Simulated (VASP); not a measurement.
A run of VASP 6.6.1 is set up as follows.

INCAR

```
ALGO = Normal ; EDIFF = 1E-6
ENCUT = 520 ; ISIF = 2
ISMEAR = -1 ; LASPH = True
LCHARG = True ; LELF = True
LREAL = False ; LVHAR = True
LWAVE = False ; NBANDS = 10
NELM = 80 ; PREC = Accurate
SIGMA = 0.08
```

The input KPOINTS:

```
k-points
0
Gamma
  19 19 19
```

Contents of POSCAR:

```
Ir
1.0
    0.0000000000      1.7693145633      1.7693145633
    1.7693145633      0.0000000000      1.7693145633
    1.7693145633      1.7693145633      0.0000000000
Ir
1
Direct
    0.0000000000      0.0000000000      0.0000000000
```

Potentials or basis: VASP PAW LDA potentials, release 64 (Ir).

Run with:

```bash
$ cat potpaw_LDA.64/Ir/POTCAR > POTCAR
$ mpirun -np 1 vasp_std > vasp.out
```

Q: Predict the pressure.

A: 163.5 GPa.
